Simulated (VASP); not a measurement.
# TePb (Pm-3m) in VASP: a series of runs, part 2 of 2

VASP 6.6.1. The steps go on from the part before.

## (5) Relaxation of cell and atoms, BLYP+D3(BJ)

This run uses another cell than the first one, of 32.05 Å³/atom.

The input, INCAR:

```
PREC = Accurate
ENCUT = 600
EDIFF = 1E-7
ISMEAR = -1
SIGMA = 0.05
LREAL = F
LASPH = T
NELM = 60
ALGO = Normal
ISIF = 3
LWAVE = F
LCHARG = F
GGA = B5
ALDAX = 1.0
AGGAX = 1.0
AGGAC = 1.0
ALDAC = 0.0
IVDW = 12
VDW_S6 = 1.0
VDW_S8 = 2.6996
VDW_A1 = 0.4298
VDW_A2 = 4.2359
IBRION = 2
NSW = 60
EDIFFG = -0.01
```

The input, KPOINTS:

```
regular mesh
0
Gamma
  7 7 7
```

The input, POSCAR:

```
TePb
1.0
    4.0022870000      0.0000000000      0.0000000000
    0.0000000000      4.0022870000      0.0000000000
    0.0000000000      0.0000000000      4.0022870000
Pb Te
1 1
Direct
    0.0000000000      0.0000000000      0.0000000000
    0.5000000000      0.5000000000      0.5000000000
```

Potentials or basis: VASP PAW PBE potentials, release 64 (Pb_d, Te).

The run is started by

```
$ cat potpaw_PBE.64/Pb_d/POTCAR potpaw_PBE.64/Te/POTCAR > POTCAR
$ mpirun -np 1 vasp_std > vasp.out
```

OUTCAR:

```text
PREC = Accurate
   ENCUT = 600
   EDIFF = 1E-7
   ISMEAR = -1
   LREAL = F
   LASPH = T
   NELM = 60
   ISIF = 3
   GGA = B5
   IVDW = 12
   IBRION = 2
   NSW = 60
   EDIFFG = -0.01
 IVDW          = 12

 ion  position               nearest neighbor table
   1  0.000  0.000  0.000-   2 3.47   2 3.47   2 3.47   2 3.47   2 3.47   2 3.47   2 3.47   2 3.47

   2  0.500  0.500  0.500-   1 3.47   1 3.47   1 3.47   1 3.47   1 3.47   1 3.47   1 3.47   1 3.47

  LATTYP: Found a simple cubic cell.
 ALAT       =     4.0022870000

  Lattice vectors:

 A1 = (   4.0022870000,   0.0000000000,   0.0000000000)
 A2 = (   0.0000000000,   4.0022870000,   0.0000000000)
 A3 = (   0.0000000000,   0.0000000000,   4.0022870000)

Analysis of symmetry for initial positions (statically):
=====================================================================
 Subroutine PRICEL returns:
 Original cell was already a primitive cell.

 Routine SETGRP: Setting up the symmetry group for a
 simple cubic supercell.

 Subroutine GETGRP returns: Found 48 space group operations
 (whereof 48 operations were pure point group operations)
 out of a pool of 48 trial point group operations.

The static configuration has the point symmetry O_h .

Analysis of symmetry for dynamics (positions and initial velocities):
=====================================================================
 Subroutine PRICEL returns:
[... 135 lines left out ...]
 conjugate gradient relaxation of ions
 non-spin polarized calculation
  energy-cutoff  :      600.00
  volume of cell :       64.11
 maximum number of plane-waves:      2170
 NGX is ok and might be reduce to    32
   NGX = 15   NGY = 15   NGZ = 15

--------------------------------------- Ionic step        1  -------------------------------------------

 number of electron      20.0000004 magnetization

 Free energy of the ion-electron system (eV)
  ---------------------------------------------------
  ext. energy  EPLUGINS =         0.00000000
  ---------------------------------------------------
  free energy    TOTEN  =        -5.69795696 eV

  energy without entropy =       -5.68629520  energy(sigma->0) =       -5.69212608

------------------------ aborting loop because EDIFF is reached ----------------------------------------

 Edisp (eV)   -2.02375

 E8    (eV) :    -1.5579
[... 151 lines left out ...]
--------------------------------------- Ionic step        5  -------------------------------------------

 number of electron      20.0000005 magnetization

 Free energy of the ion-electron system (eV)
  ---------------------------------------------------
  ext. energy  EPLUGINS =         0.00000000
  ---------------------------------------------------
  free energy    TOTEN  =        -5.75723218 eV

  energy without entropy =       -5.74785702  energy(sigma->0) =       -5.75254460

 E-fermi :   6.2471     XC(G=0):  -8.8255

 val. band max:        6.2079289225   @ k =   0.4286   0.2857   0.0000
 cond. band min:       6.3482736285   @ k =   0.4286   0.4286   0.2857
 fundamental gap:      0.1403447060
 Fermi energy:         6.2471087366

 k-point     1 :       0.0000    0.0000    0.0000
  band No.  band energies     occupation
      1     -11.0228      2.00000
      2     -11.0228      2.00000
      3     -10.9557      2.00000
      4     -10.9557      2.00000
      5     -10.9557      2.00000
      6      -5.5881      2.00000
      7      -0.8653      2.00000
      8       4.7722      2.00000
      9       4.7722      2.00000
     10       4.7722      2.00000
     11      10.6378      0.00000
     12      10.6378      0.00000
     13      10.9341      0.00000
     14      10.9341      0.00000
[... 354 lines left out ...]
  FREE ENERGIE OF THE ION-ELECTRON SYSTEM (eV)
  ---------------------------------------------------
  free  energy   TOTEN  =        -7.7948597112 eV

  energy  without entropy=       -7.7854845488  energy(sigma->0) =       -7.79017213

 reached required accuracy - stopping structural energy minimisation
```

CONTCAR:

```text
TePb
   1.00000000000000
     4.0782916256620600    0.0000000000000000   -0.0000000000000001
    -0.0000000000000001    4.0782916256620600    0.0000000000000000
    -0.0000000000000001   -0.0000000000000001    4.0782916256620600
  Pb              Te
     1     1
Direct
     0.0000000000000000    0.0000000000000000    0.0000000000000000
     0.5000000000000000    0.5000000000000000    0.5000000000000000

  0.00000000E+00  0.00000000E+00  0.00000000E+00
  0.00000000E+00  0.00000000E+00  0.00000000E+00
```

It took 2.5 min on 1 thread of Intel Xeon 8259CL, shared host; peak memory 0.21 GiB.

Results:

```
Free energy                           : -7.7949 eV
Relaxed volume                        : 33.92 Å³/atom
Relaxed cell                          : a = 4.078 Å, b = 4.078 Å, c = 4.078 Å, α = 90.00°, β = 90.00°, γ = 90.00°
Space group after relaxing (to 0.1 Å) : Pm-3m (No. 221)
Energy gained by relaxing             : 36.6 meV/atom
Ionic steps                           : 5
Pressure after relaxing               : 0.0 GPa
Band gap on the k mesh                : zero (bands 10 and 11 overlap by 0.58 eV)
Dispersion energy per atom            : -1.019 eV
```

The path:
| step | energy change (eV) | largest force (eV/Å) | pressure (GPa) | volume (Å³) |
| --- | --- | --- | --- | --- |
| 1 | 0.0000 | 0.0000 | 0.24 | 64.11 |
| 2 | -0.0015 | 0.0000 | 0.93 | 64.56 |
| 3 | -0.0279 | 0.0000 | 5.44 | 65.93 |
| 4 | -0.0658 | 0.0000 | -2.38 | 68.71 |
| 5 | -0.0732 | 0.0000 | 0.02 | 67.83 |

Final structure:
```xyz
2
Lattice="4.0783 0.0000 0.0000 0.0000 4.0783 0.0000 0.0000 0.0000 4.0783" Properties=species:S:1:pos:R:3 pbc="T T T"
Pb    0.0000    0.0000    0.0000
Te    2.0391    2.0391    2.0391
```

Caveat: semilocal functionals underestimate gaps, so a narrow gap can read as zero; the PAW data sets were made with another functional, which shifts forces and pressure a little; spin-orbit coupling is left out, which moves the levels of the heavy elements.

## (6) Relaxation of cell and atoms, BLYP+D4

This run uses another cell than the first one, of 32.05 Å³/atom.

The input, INCAR:

```
SYSTEM = TePb
PREC     = Accurate       ! precision mode
ENCUT    = 600            ! plane-wave cutoff, eV
EDIFF    = 1E-6           ! SCF threshold, eV
ISMEAR   = -1             ! smearing method
SIGMA    = 0.05           ! smearing width, eV
LREAL    = .False.        ! projectors in reciprocal space
LASPH    = .True.         ! aspherical terms in the spheres
NELM     = 100            ! most SCF steps
ALGO     = Normal         ! electronic algorithm
ISIF     = 3              ! what is computed and relaxed
LWAVE    = .False.        ! write WAVECAR
LCHARG   = .False.        ! write CHGCAR
GGA      = B5             ! functional
ALDAX    = 1.0          
AGGAX    = 1.0          
AGGAC    = 1.0          
ALDAC    = 0.0          
IVDW     = 13             ! dispersion correction
VDW_S6   = 1.0          
VDW_S8   = 2.34076671   
VDW_A1   = 0.44488865   
VDW_A2   = 4.0933009    
IBRION   = 2              ! ionic algorithm
NSW      = 60             ! ionic steps
EDIFFG   = -0.01          ! ionic threshold
```

The input, KPOINTS:

```
Automatic mesh
0
Gamma
  7 7 7
  0 0 0
```

POSCAR is that of step 5.

Potentials or basis: VASP PAW PBE potentials, release 64 (Pb_d, Te).

The run is started by

```
$ cat potpaw_PBE.64/Pb_d/POTCAR potpaw_PBE.64/Te/POTCAR > POTCAR
$ mpirun -np 1 vasp_std > vasp.out
```

It took 3.2 min on 1 thread of Intel Xeon 8259CL, shared host; peak memory 0.2 GiB.

It converged, with:

```
Free energy                           : -7.4320 eV
Relaxed volume                        : 38.47 Å³/atom
Relaxed cell                          : a = 4.253 Å, b = 4.253 Å, c = 4.253 Å, α = 90.00°, β = 90.00°, γ = 90.00°
Space group after relaxing (to 0.1 Å) : Pm-3m (No. 221)
Ionic steps                           : 10
Pressure after relaxing               : 0.0 GPa
Band gap on the k mesh                : zero (bands 10 and 11 overlap by 0.34 eV)
Dispersion energy per atom            : -0.860 eV
```

Step by step:
```tsv
step	energy change (eV)	largest force (eV/Å)	pressure (GPa)	volume (Å³)
1	0.0000	0.0000	10.17	64.11
2	0.3239	0.0000	-5.49	84.90
3	0.0768	0.0000	2.24	75.76
4	0.0800	0.0000	-3.76	78.13
5	0.0661	0.0000	1.13	76.62
6	0.0665	0.0000	-1.38	77.32
7	0.0649	0.0000	0.04	76.93
8	0.0649	0.0000	0.04	76.93
9	0.0649	0.0000	0.04	76.94
10	0.0649	0.0000	0.04	76.94
```

Final structure:
```
Pb Te
1.0
     4.25315    0.00000    0.00000
     0.00000    4.25315    0.00000
     0.00000    0.00000    4.25315
Pb Te
1 1
Direct
  0.00000 0.00000 0.00000
  0.50000 0.50000 0.50000
```

Levels at points of the mesh, in eV from the Fermi level:
| k point | band 6 | band 7 | band 8 | band 9 | band 10 | band 11 | band 12 | band 13 | band 14 |
| --- | --- | --- | --- | --- | --- | --- | --- | --- | --- |
| (0.00, 0.00, 0.00) | -11.18 | -7.45 | -1.25 | -1.25 | -1.25 | 3.94 | 3.94 | 3.94 | 4.53 |

Caveat: the volume moved by over 15 % at a fixed basis, so the end points are rough; semilocal functionals underestimate gaps, so a narrow gap can read as zero; the PAW data sets were made with another functional, which shifts forces and pressure a little; spin-orbit coupling is left out, which moves the levels of the heavy elements.

## (7) Summary

| task | level | cell | cutoff (eV) | gap on the mesh (eV) | pressure (GPa) | relaxed volume (Å³/atom) |
| --- | --- | --- | --- | --- | --- | --- |
| single point | BLYP | a = 4.125 Å, 2 atoms | 520 | none | 0.1 | - |
| relaxation of cell and atoms | revPBE | relaxed from a = 4.002 Å, 2 atoms | 600 | none | 0.0 | 32.94 |
| relaxation of cell and atoms | BLYP | relaxed from a = 4.002 Å, 2 atoms | 600 | none | 0.0 | 35.16 |
| relaxation of cell and atoms | BLYP+D3(BJ) | relaxed from a = 4.002 Å, 2 atoms | 600 | none | 0.0 | 33.92 |
| relaxation of cell and atoms | BLYP+D4 | relaxed from a = 4.002 Å, 2 atoms | 600 | none | 0.0 | 38.47 |

Alike in all rows: potentials or basis VASP PAW PBE potentials, release 64 (Pb_d, Te); no spin polarisation; k mesh 7 × 7 × 7; smearing fermi-dirac 0.05 eV.

Caveats: semilocal functionals underestimate gaps, so a narrow gap can read as zero; the PAW data sets were made with another functional, which shifts forces and pressure a little; spin-orbit coupling is left out, which moves the levels of the heavy elements; the volume moved by over 15 % at a fixed basis, so the end points are rough (at least some runs).

Absolute energies hang on the potentials; compare differences alone.
